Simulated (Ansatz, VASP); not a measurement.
Mg2Si3 in VASP and in Ansatz

```
Mg Si
1.0
     3.03969    1.75497    7.34538
    -3.03969    1.75497    7.34538
     0.00000   -3.50994    7.34538
Mg Si
4 6
Direct
  0.86275 0.86275 0.86275
  0.63725 0.63725 0.63725
  0.13725 0.13725 0.13725
  0.36275 0.36275 0.36275
  0.97707 0.52293 0.75000
  0.75000 0.97707 0.52293
  0.52293 0.75000 0.97707
  0.02293 0.47707 0.25000
  0.25000 0.02293 0.47707
  0.47707 0.25000 0.02293
```

Alike in both runs: functional PBE; k mesh 3 × 3 × 3; occupations gaussian, width 0.1 eV; no spin polarisation.

Ansatz relaxed the structure, and its values are those at the end. VASP's run is a single point on that final structure, the one shown.

```csv
,VASP,Ansatz
version,VASP 6.6.1,Ansatz 0.2.0
potentials or method,"VASP PAW PBE potentials, release 64 (Mg, Si), cutoff 520 eV","scalar-relativistic, plane waves, PAW"
valence electrons in the cell,32,64
```

VASP gave:

```
gap on the k mesh at the Fermi level (eV) : none
pressure (GPa)                            : 0.0
rms of the force components (eV/Å)        : 0.007
```

Task: What did Ansatz give for the same quantities?

Result: gap on the k mesh at the Fermi level (eV): none; pressure (GPa): 0.1; rms of the force components (eV/Å): 0.003.

A gap of «none» marks a metal or a gap that the smearing closes. The functional is the same, so the differences come from potentials, cutoffs and numerics. VASP's potentials hold 32 valence electrons a cell and Ansatz's 64, so a difference there can come from the potentials and not from the codes.

The k mesh is coarse, so the values compare programs but aren't converged.
